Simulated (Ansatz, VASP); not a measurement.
**One calculation of CsH2, two programs**

Contents of INCAR:

```
SYSTEM = CsH2
ALGO = Normal ; EDIFF = 1E-6
ENCUT = 520 ; GGA = PE
ISIF = 2 ; ISMEAR = 0
LASPH = .True. ; LCHARG = .True.
LELF = .True. ; LREAL = .False.
LVHAR = .True. ; LWAVE = .False.
NBANDS = 20 ; NELM = 100
PREC = Accurate ; SIGMA = 0.1
```

File KPOINTS:

```
k-points
0
Gamma
  4 4 6
  0 0 0
```

The input POSCAR:

```
CsH2
1.0
    5.7500577788      0.0000000000      0.0000000000
    0.0000000000      5.7500577788      0.0000000000
    0.0000000000      0.0000000000      3.7036179729
Cs H
2 4
Direct
    0.0000000000      0.0000000000      0.0000000000
    0.5000000000      0.5000000000      0.5000000000
    0.3060000000      0.3060000000      0.0000000000
    0.1940000000      0.8060000000      0.5000000000
    0.6940000000      0.6940000000      0.0000000000
    0.8060000000      0.1940000000      0.5000000000
```

Input for Ansatz:

```yaml
crystal:
  lattice:
    - [5.7500577788, 0.0, 0.0]
    - [0.0, 5.7500577788, 0.0]
    - [0.0, 0.0, 3.7036179729]
  atoms:
    - { symbol: Cs, position: [0.0, 0.0, 0.0] }
    - { symbol: Cs, position: [0.5, 0.5, 0.5] }
    - { symbol: H, position: [0.306, 0.306, 0.0] }
    - { symbol: H, position: [0.194, 0.806, 0.5] }
    - { symbol: H, position: [0.694, 0.694, 0.0] }
    - { symbol: H, position: [0.806, 0.194, 0.5] }
basis:
  ecutwfc: 420
kpoints:
  mp_grid: { grid: [4, 4, 6] }
hamiltonian:
  xc: pbe
scf:
  occupations: { method: gaussian, width: 0.1 }
  lower_state_search: "off"
output:
  forces: true
  stress: true
  eigenvalues: true
```

Alike in both runs: task single point; functional PBE; k mesh 4 × 4 × 6; occupations gaussian, width 0.1 eV; no spin polarisation.

|  | VASP | Ansatz |
| --- | --- | --- |
| version | VASP 6.6.1 | Ansatz 0.2.0 |
| potentials or method | VASP PAW PBE potentials, release 64 (Cs_sv, H), cutoff 520 eV | scalar-relativistic, plane waves, PAW |
| valence electrons in the cell | 22 | 22 |

```tsv
	VASP	Ansatz	Ansatz less VASP
gap on the k mesh at the Fermi level (eV)	none	none	-
pressure (GPa)	7.5	7.3	-0.16
traceless stress, the component that is largest in VASP (GPa)	3.57	3.51	-0.061
rms of the force components (eV/Å)	0.087	0.080	-0.0072
```

Atom by atom the forces differ by 0.007 eV/Å (rms over components). A gap of «none» marks a metal or a gap that the smearing closes.

Spin-orbit coupling is off throughout.
